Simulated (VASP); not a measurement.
## Lu: single point with PBE

Crystal: Lu.

```
Lu
1.0
     0.00000    2.44092    2.44092
     2.44092    0.00000    2.44092
     2.44092    2.44092    0.00000
Lu
1
Direct
  0.00000 0.00000 0.00000
```

```yaml
Program: VASP 6.6.1
Task: single point
Functional: PBE
Potentials_or_basis: VASP PAW PBE potentials, release 64 (Lu)
Cutoff: 520 eV
k_mesh: 15 × 15 × 15
Occupations: fermi-dirac, width 0.1 eV
Spin: no spin polarisation
```

| Property | Result |
| --- | --- |
| Pressure | 0.2 GPa |

Levels at points of the mesh, in eV from the Fermi level:
```csv
k point,band 8,band 9,band 10,band 11,band 12,band 13,band 14,band 15,band 16,band 17
"(0.00, 0.00, 0.00)",-4.98,-4.98,-4.90,-4.90,-4.90,2.25,2.25,2.25,4.63,4.63
```

Run time: 110 s on 1 thread of AMD EPYC 7R13 Processor (Zen 3), with other jobs on the host, peak memory 0.18 GiB.

Caveat: spin-orbit coupling is left out, which moves the levels of the heavy elements.
